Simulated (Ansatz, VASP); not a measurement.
SnO2: VASP beside Ansatz

The input INCAR:

```
PREC     = Accurate       # precision mode
ENCUT    = 520            # plane-wave cutoff, eV
EDIFF    = 1E-6           # SCF threshold, eV
ISMEAR   = -1             # smearing method
SIGMA    = 0.05           # smearing width, eV
LREAL    = F              # projectors in reciprocal space
LASPH    = T              # aspherical terms in the spheres
NELM     = 60             # most SCF steps
ALGO     = Normal         # electronic algorithm
ISIF     = 2              # what is computed and relaxed
LWAVE    = F              # write WAVECAR
LCHARG   = T              # write CHGCAR
LELF     = T              # ELF
LVHAR    = T            
NBANDS   = 20             # bands
```

File KPOINTS:

```
regular mesh
0
Gamma
  9 9 9
```

POSCAR

```
SnO2
1.0
    0.0000000000      2.5393599245      2.5393599245
    2.5393599245      0.0000000000      2.5393599245
    2.5393599245      2.5393599245      0.0000000000
Sn O
1 2
Direct
    0.0000000000      0.0000000000      0.0000000000
    0.7500000000      0.7500000000      0.7500000000
    0.2500000000      0.2500000000      0.2500000000
```

The input input.yaml:

```yaml
crystal:
  lattice:
    - [0.0, 2.5393599245, 2.5393599245]
    - [2.5393599245, 0.0, 2.5393599245]
    - [2.5393599245, 2.5393599245, 0.0]
  atoms:
    - { symbol: Sn, position: [0.0, 0.0, 0.0] }
    - { symbol: O, position: [0.75, 0.75, 0.75] }
    - { symbol: O, position: [0.25, 0.25, 0.25] }
hamiltonian:
  xc: lda
  pseudopotentials: { kind: paw }
kpoints:
  mp_grid: { grid: [9, 9, 9] }
scf:
  occupations: { method: fermi_dirac, width: 0.05 }
output:
  forces: true
  stress: true
  eigenvalues: true
```

Alike in both runs: task single point; functional LDA; k mesh 9 × 9 × 9; occupations fermi-dirac, width 0.05 eV; no spin polarisation.

```csv
,VASP,Ansatz
version,VASP 6.6.1,Ansatz 0.2.0
potentials or method,"VASP PAW LDA potentials, release 64 (Sn_d, O)",Ansatz PAW
plane-wave cutoff (eV),520,420
valence electrons in the cell,26,26
```

Ansatz gave:

| Property | Result |
| --- | --- |
| pressure (GPa) | -4.8 |

Which values does VASP return?

Pressure (GPa): -4.0.

LDA's correlation is that of Perdew and Zunger in VASP and of Perdew and Wang (1992) in Ansatz.

Noted on Ansatz's run: Pulay correction over one GPa.
